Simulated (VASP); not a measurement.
# BaTiO3 (P4mm) in VASP: notebook, part 2 of 2

VASP 6.6.1. The steps go on from the part before.

### Step 3. Electric field gradients, PBEsol (volume scaled by 1.06)

INCAR

```
ALGO     = Normal         # electronic algorithm
EDIFF    = 1E-8           # SCF threshold, eV
ENCUT    = 520            # plane-wave cutoff, eV
GGA      = PS             # functional
ISIF     = 2              # what is computed and relaxed
ISMEAR   = -1             # smearing method
LASPH    = True           # aspherical terms in the spheres
LCHARG   = False          # write CHGCAR
LEFG     = True         
LREAL    = False          # projectors in reciprocal space
LWAVE    = False          # write WAVECAR
NBANDS   = 28             # bands
NELM     = 60             # most SCF steps
PREC     = Accurate       # precision mode
SIGMA    = 0.08           # smearing width, eV
```

KPOINTS

```
k-points
0
Gamma
  7 7 7
```

POSCAR

```
BaTiO3
1.0
    4.0782473671      0.0000000000      0.0000000000
    0.0000000000      4.0782473671      0.0000000000
    0.0000000000      0.0000000000      4.0968043205
Ba Ti O
1 1 3
Direct
    0.0000000000      0.0000000000      0.0000000000
    0.5000000000      0.5000000000      0.4820000000
    0.5000000000      0.5000000000      0.0160000000
    0.5000000000      0.0000000000      0.5150000000
    0.0000000000      0.5000000000      0.5150000000
```

Potentials or basis: VASP PAW PBE potentials, release 64 (Ba_sv, Ti_sv, O).

Started as:

```bash
cat potpaw_PBE.64/Ba_sv/POTCAR potpaw_PBE.64/Ti_sv/POTCAR potpaw_PBE.64/O/POTCAR > POTCAR
mpirun -np 1 vasp_std > vasp.out
```

OUTCAR:

```text
EDIFF = 1E-8
   ENCUT = 520
   GGA = PS
   ISIF = 2
   ISMEAR = -1
   LASPH = True
   LREAL = False
   NELM = 60
   PREC = Accurate

 ion  position               nearest neighbor table
   1  0.000  0.000  0.000-   4 2.85   5 2.85   5 2.85   4 2.85   3 2.88   3 2.88   3 2.88   3 2.88
                             4 2.93   5 2.93   5 2.93   4 2.93   2 3.50   2 3.50   2 3.50   2 3.50
   2  0.500  0.500  0.482-   3 1.91   4 2.04   5 2.04   4 2.04   5 2.04   3 2.19   1 3.50   1 3.50
                             1 3.50   1 3.50   1 3.58   1 3.58   1 3.58   1 3.58
   3  0.500  0.500  0.016-   2 1.91   2 2.19   1 2.88   1 2.88   1 2.88   1 2.88
   4  0.500  0.000  0.515-   2 2.04   2 2.04   1 2.85   1 2.85   1 2.93   1 2.93
   5  0.000  0.500  0.515-   2 2.04   2 2.04   1 2.85   1 2.85   1 2.93   1 2.93

  LATTYP: Found a simple tetragonal cell.
 ALAT       =     4.0782473671
 C/A-ratio  =     1.0045502275

  Lattice vectors:

 A1 = (   4.0782473671,   0.0000000000,   0.0000000000)
 A2 = (   0.0000000000,   4.0782473671,   0.0000000000)
 A3 = (   0.0000000000,   0.0000000000,   4.0968043205)

Analysis of symmetry for initial positions (statically):
=====================================================================
 Subroutine PRICEL returns:
[... 955 lines left out ...]
 -----------------------------------------------------------------------------------
    total drift:                                0.000000      0.000000     -0.000178

  FREE ENERGIE OF THE ION-ELECTRON SYSTEM (eV)
  ---------------------------------------------------
  free  energy   TOTEN  =       -41.8398329605 eV

  energy  without entropy=      -41.8398297446  energy(sigma->0) =      -41.83983135

 Electric field gradients (V/A^2)
---------------------------------------------------------------------
 ion       V_xx      V_yy      V_zz      V_xy      V_xz      V_yz
---------------------------------------------------------------------
   1       2.194     2.194    -4.388    -0.000     0.000    -0.000
   2       1.125     1.125    -2.251     0.000    -0.000     0.000
   3      -9.521    -9.521    19.041     0.000     0.000    -0.000
   4     -14.634    30.165   -15.531     0.000     0.000     0.000
   5      30.165   -14.634   -15.531    -0.000    -0.000    -0.000
---------------------------------------------------------------------

 Electric field gradients after diagonalization (V/A^2)
 (convention: |V_zz| > |V_xx| > |V_yy|)
----------------------------------------------------------------------
 ion       V_xx      V_yy      V_zz     asymmetry (V_yy - V_xx)/ V_zz
----------------------------------------------------------------------
   1       2.194     2.194    -4.388       0.000
   2       1.125     1.125    -2.251       0.000
   3      -9.521    -9.521    19.041       0.000
   4     -15.531   -14.634    30.165       0.030
   5     -15.531   -14.634    30.165       0.030
----------------------------------------------------------------------

           NMR quadrupolar parameters

 Cq : quadrupolar parameter    Cq=e*Q*V_zz/h
 eta: asymmetry parameters     (V_yy - V_xx)/ V_zz
 Q  : nuclear electric quadrupole moment in mb (millibarn)
----------------------------------------------------------------------
 ion       Cq(MHz)       eta       Q (mb)
----------------------------------------------------------------------
   1      -0.011       0.000       1.000
   2      -0.005       0.000       1.000
   3       0.046       0.000       1.000
   4       0.073       0.030       1.000
   5       0.073       0.030       1.000
----------------------------------------------------------------------
```

OSZICAR:

```text
N       E                     dE             d eps       ncg     rms          rms(c)
DAV:   1     0.428389334121E+03    0.42839E+03   -0.20745E+04  2240   0.153E+03
DAV:   2    -0.693470334274E+01   -0.43532E+03   -0.41431E+03  2576   0.420E+02
DAV:   3    -0.500480745313E+02   -0.43113E+02   -0.42759E+02  3108   0.132E+02
DAV:   4    -0.522318098589E+02   -0.21837E+01   -0.21779E+01  3424   0.248E+01
DAV:   5    -0.523046195818E+02   -0.72810E-01   -0.72797E-01  3032   0.350E+00    0.216E+01
DAV:   6    -0.422645853821E+02    0.10040E+02   -0.55515E+01  3312   0.631E+01    0.101E+01
DAV:   7    -0.420968220469E+02    0.16776E+00   -0.11111E+01  3016   0.238E+01    0.643E+00
DAV:   8    -0.418659403021E+02    0.23088E+00   -0.67711E-01  2736   0.704E+00    0.341E+00
DAV:   9    -0.418817636721E+02   -0.15823E-01   -0.47034E-01  3264   0.581E+00    0.186E+00
DAV:  10    -0.418453156667E+02    0.36448E-01   -0.21462E-01  2668   0.437E+00    0.603E-01
DAV:  11    -0.418398971502E+02    0.54185E-02   -0.21090E-02  2700   0.869E-01    0.168E-01
DAV:  12    -0.418398932700E+02    0.38802E-05   -0.12715E-03  2760   0.258E-01    0.624E-02
DAV:  13    -0.418398346571E+02    0.58613E-04   -0.25575E-04  2872   0.144E-01    0.260E-02
DAV:  14    -0.418398369339E+02   -0.22768E-05   -0.40742E-05  2808   0.434E-02    0.156E-02
DAV:  15    -0.418398330337E+02    0.39002E-05   -0.19908E-05  3320   0.386E-02    0.547E-03
DAV:  16    -0.418398330237E+02    0.99953E-08   -0.15148E-06  2696   0.109E-02    0.144E-03
DAV:  17    -0.418398329594E+02    0.64340E-07   -0.28783E-07  2928   0.500E-03    0.496E-04
DAV:  18    -0.418398329605E+02   -0.11219E-08   -0.31126E-08  2252   0.136E-03
   1 F= -.41839833E+02 E0= -.41839831E+02  d E =-.321596E-05
```

Run time: 2.5 min. Hardware: 1 thread of Intel Xeon Platinum 8375C at 2.90GHz (Ice Lake), shared host; peak memory 0.21 GiB.

What came out:

- Free energy: -41.8398 eV
- Pressure: -10.4 GPa
- Largest force: 0.761 eV/Å
- Band gap on the k mesh: 1.71 eV, indirect (least direct gap 1.98 eV)

Forces in eV/Å, atoms in the order of the input:
```
Ba   0.000  0.000 -0.113
Ti   0.000  0.000 -0.273
O    0.000  0.000  0.761
O    0.000  0.000 -0.187
O    0.000  0.000 -0.187
```

Electric field gradients, principal values (V/Å²):
| atom | least | middle | greatest (by size) |
| --- | --- | --- | --- |
| 1 Ba | 2.194 | 2.194 | -4.388 |
| 2 Ti | 1.125 | 1.125 | -2.251 |
| 3 O | -9.521 | -9.521 | 19.041 |
| 4 O | -14.634 | -15.531 | 30.165 |
| 5 O | -14.634 | -15.531 | 30.165 |

Caveat: without QUAD_EFG the Cq values of the log hold for a quadrupole moment of 1 mb, not for the nuclei; the PAW data sets were made with another functional, which shifts forces and pressure a little; spin-orbit coupling is left out, which moves the levels of the heavy elements. A k mesh can miss the band edges.

### Step 4. Electric field gradients, PBEsol (volume scaled by 1.06)

INCAR

```
SYSTEM = BaTiO3
  PREC = Accurate
  ENCUT = 520
  EDIFF = 1E-8
  ISMEAR = -1
  SIGMA = 0.08
  LREAL = .FALSE.
  LASPH = .TRUE.
  NELM = 60
  ALGO = Normal
  ISIF = 2
  LWAVE = .FALSE.
  LCHARG = .FALSE.
  GGA = PS
  LEFG = .TRUE.
  NBANDS = 28
```

KPOINTS

```
regular mesh
0
G
  7 7 7
  0 0 0
```

POSCAR is that of step 3.

Potentials or basis: VASP PAW PBE potentials, release 64 (Ba_sv, Ti_sv, O).

Started as:

```bash
cat potpaw_PBE.64/Ba_sv/POTCAR potpaw_PBE.64/Ti_sv/POTCAR potpaw_PBE.64/O/POTCAR > POTCAR
mpirun -np 1 vasp_std > vasp.out
```

OUTCAR:

```text
SYSTEM = BaTiO3
   PREC = Accurate
   ENCUT = 520
   EDIFF = 1E-8
   ISMEAR = -1
   LREAL = .FALSE.
   LASPH = .TRUE.
   NELM = 60
   ISIF = 2
   GGA = PS

 ion  position               nearest neighbor table
   1  0.000  0.000  0.000-   4 2.85   5 2.85   5 2.85   4 2.85   3 2.88   3 2.88   3 2.88   3 2.88
                             4 2.93   5 2.93   5 2.93   4 2.93   2 3.50   2 3.50   2 3.50   2 3.50
   2  0.500  0.500  0.482-   3 1.91   4 2.04   5 2.04   4 2.04   5 2.04   3 2.19   1 3.50   1 3.50
                             1 3.50   1 3.50   1 3.58   1 3.58   1 3.58   1 3.58
   3  0.500  0.500  0.016-   2 1.91   2 2.19   1 2.88   1 2.88   1 2.88   1 2.88
   4  0.500  0.000  0.515-   2 2.04   2 2.04   1 2.85   1 2.85   1 2.93   1 2.93
   5  0.000  0.500  0.515-   2 2.04   2 2.04   1 2.85   1 2.85   1 2.93   1 2.93

  LATTYP: Found a simple tetragonal cell.
 ALAT       =     4.0782473671
 C/A-ratio  =     1.0045502275

  Lattice vectors:

 A1 = (   4.0782473671,   0.0000000000,   0.0000000000)
 A2 = (   0.0000000000,   4.0782473671,   0.0000000000)
 A3 = (   0.0000000000,   0.0000000000,   4.0968043205)

Analysis of symmetry for initial positions (statically):
=====================================================================
 Subroutine PRICEL returns:
 Original cell was already a primitive cell.

 Routine SETGRP: Setting up the symmetry group for a
 simple tetragonal supercell.

 Subroutine GETGRP returns: Found  8 space group operations
 (whereof  8 operations were pure point group operations)
 out of a pool of 16 trial point group operations.

The static configuration has the point symmetry C_4v.

[... 923 lines left out ...]
  -------------------------------------------------------------------------------------
  Total       -4.5721852     -4.5721852     -4.0663474      0.0000000     -0.0000000      0.0000000
  in kB     -107.5083120   -107.5083120    -95.6142695      0.0000000     -0.0000000      0.0000000
  external PRESSURE =    -103.5436312 kB  Pullay stress =       0.0000000 kB

 VOLUME and BASIS-vectors are now :
 -----------------------------------------------------------------------------
  energy-cutoff  :      520.00
  volume of cell :       68.14
      direct lattice vectors                 reciprocal lattice vectors
     4.078247367  0.000000000  0.000000000     0.245203370  0.000000000  0.000000000
     0.000000000  4.078247367  0.000000000     0.000000000  0.245203370  0.000000000
     0.000000000  0.000000000  4.096804321     0.000000000  0.000000000  0.244092693

 POSITION                                       TOTAL-FORCE (eV/Angst)
 -----------------------------------------------------------------------------------
      0.00000      0.00000      0.00000        -0.000000     -0.000000     -0.112993
      2.03912      2.03912      1.97466        -0.000000      0.000000     -0.272876
      2.03912      2.03912      0.06555        -0.000000     -0.000000      0.760615
      2.03912      0.00000      2.10985        -0.000000     -0.000000     -0.187373
      0.00000      2.03912      2.10985         0.000000     -0.000000     -0.187373
 -----------------------------------------------------------------------------------
    total drift:                                0.000000      0.000000     -0.000178

  FREE ENERGIE OF THE ION-ELECTRON SYSTEM (eV)
  ---------------------------------------------------
  free  energy   TOTEN  =       -41.8398329605 eV

  energy  without entropy=      -41.8398297446  energy(sigma->0) =      -41.83983135

 Electric field gradients (V/A^2)
---------------------------------------------------------------------
 ion       V_xx      V_yy      V_zz      V_xy      V_xz      V_yz
---------------------------------------------------------------------
   1       2.194     2.194    -4.388    -0.000     0.000    -0.000
   2       1.125     1.125    -2.251     0.000    -0.000     0.000
   3      -9.521    -9.521    19.041     0.000     0.000    -0.000
   4     -14.634    30.165   -15.531     0.000     0.000     0.000
   5      30.165   -14.634   -15.531    -0.000    -0.000    -0.000
---------------------------------------------------------------------

 Electric field gradients after diagonalization (V/A^2)
 (convention: |V_zz| > |V_xx| > |V_yy|)
----------------------------------------------------------------------
 ion       V_xx      V_yy      V_zz     asymmetry (V_yy - V_xx)/ V_zz
----------------------------------------------------------------------
   1       2.194     2.194    -4.388       0.000
   2       1.125     1.125    -2.251       0.000
   3      -9.521    -9.521    19.041       0.000
   4     -15.531   -14.634    30.165       0.030
   5     -15.531   -14.634    30.165       0.030
----------------------------------------------------------------------

           NMR quadrupolar parameters

 Cq : quadrupolar parameter    Cq=e*Q*V_zz/h
 eta: asymmetry parameters     (V_yy - V_xx)/ V_zz
 Q  : nuclear electric quadrupole moment in mb (millibarn)
----------------------------------------------------------------------
 ion       Cq(MHz)       eta       Q (mb)
----------------------------------------------------------------------
   1      -0.011       0.000       1.000
   2      -0.005       0.000       1.000
   3       0.046       0.000       1.000
   4       0.073       0.030       1.000
   5       0.073       0.030       1.000
----------------------------------------------------------------------
```

It took 2.2 min on 1 thread of Intel Xeon Platinum 8375C at 2.90GHz (Ice Lake), shared host; peak memory 0.22 GiB.

What came out:

```yaml
Free_energy: -41.8398 eV
Pressure: -10.4 GPa
Largest_force: 0.761 eV/Å
Band_gap_on_the_k_mesh: 1.71 eV, indirect (least direct gap 1.98 eV)
```

Forces in eV/Å, atoms in the order of the input:
```
Ba   0.000  0.000 -0.113
Ti   0.000  0.000 -0.273
O    0.000  0.000  0.761
O    0.000  0.000 -0.187
O    0.000  0.000 -0.187
```

Electric field gradients, principal values (V/Å²):
```
atom    least   middle  greatest (by size)
1 Ba    2.194    2.194              -4.388
2 Ti    1.125    1.125              -2.251
 3 O   -9.521   -9.521              19.041
 4 O  -14.634  -15.531              30.165
 5 O  -14.634  -15.531              30.165
```

Caveat: without QUAD_EFG the Cq values of the log hold for a quadrupole moment of 1 mb, not for the nuclei; the PAW data sets were made with another functional, which shifts forces and pressure a little; spin-orbit coupling is left out, which moves the levels of the heavy elements. A k mesh can miss the band edges.
